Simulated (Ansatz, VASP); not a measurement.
**SnO in VASP and in Ansatz**

INCAR

```
  PREC = Accurate
  ENCUT = 910
  EDIFF = 1E-6
  ISMEAR = 0
  SIGMA = 0.01
  LREAL = False
  LASPH = True
  NELM = 120
  ALGO = Normal
  ISIF = 2
  LWAVE = False
  LCHARG = False
  GGA = CA
  NBANDS = 28
  GGA_COMPAT = False
```

The input KPOINTS:

```
regular mesh
0
Gamma
  6 4 6
```

File POSCAR:

```
SnO
1.0
    3.3550050000      0.0000000000      0.0000000000
    0.0000000000      5.6741040000      0.0000000000
    0.0000000000      0.0000000000      4.2219700000
Sn O
2 2
Direct
    0.0000000000      0.2319089992      0.5131439991
    0.5000000000      0.7680910008      0.0131439991
    0.0000000000      0.8912500000      0.7368570004
    0.5000000000      0.1087500000      0.2368570004
```

Input for Ansatz:

```yaml
crystal:
  lattice:
    - [3.355005, 0.0, 0.0]
    - [0.0, 5.674104, 0.0]
    - [0.0, 0.0, 4.22197]
  atoms:
    - { symbol: Sn, position: [0.0, 0.23190899920057864, 0.513143999128369] }
    - { symbol: Sn, position: [0.5, 0.7680910007994214, 0.013143999128368984] }
    - { symbol: O, position: [0.0, 0.8912500000000001, 0.7368570004050242] }
    - { symbol: O, position: [0.5, 0.10875, 0.2368570004050242] }
kpoints:
  mp_grid:
    grid: [6, 4, 6]
hamiltonian:
  xc: lda
  pseudopotentials:
    kind: paw
scf:
  occupations:
    method: fixed
output:
  forces: true
  stress: true
  eigenvalues: true
```

Alike in both runs: task single point; functional LDA; k mesh 6 × 4 × 6; no spin polarisation.

```csv
,VASP,Ansatz
version,VASP 6.6.1,Ansatz 0.2.0
potentials or method,"VASP PAW LDA potentials, release 64 (Sn_d, O_h)","plane waves, PAW"
plane-wave cutoff (eV),910,420
occupations,"gaussian, width 0.01 eV",fixed
valence electrons in the cell,40,40
```

Ansatz gave:

* gap on the k mesh at the Fermi level (eV): 1.62
* rms of the force components (eV/Å): 0.324

Q: Which values does VASP return?

A: gap on the k mesh at the Fermi level (eV): 1.60; rms of the force components (eV/Å): 0.288.

LDA's correlation is that of Perdew and Zunger in VASP and of Perdew and Wang (1992) in Ansatz. Atom by atom the forces differ by 0.038 eV/Å (rms over components).

Noted on VASP's run: the cutoff is short for stress, so the pressure is rough.
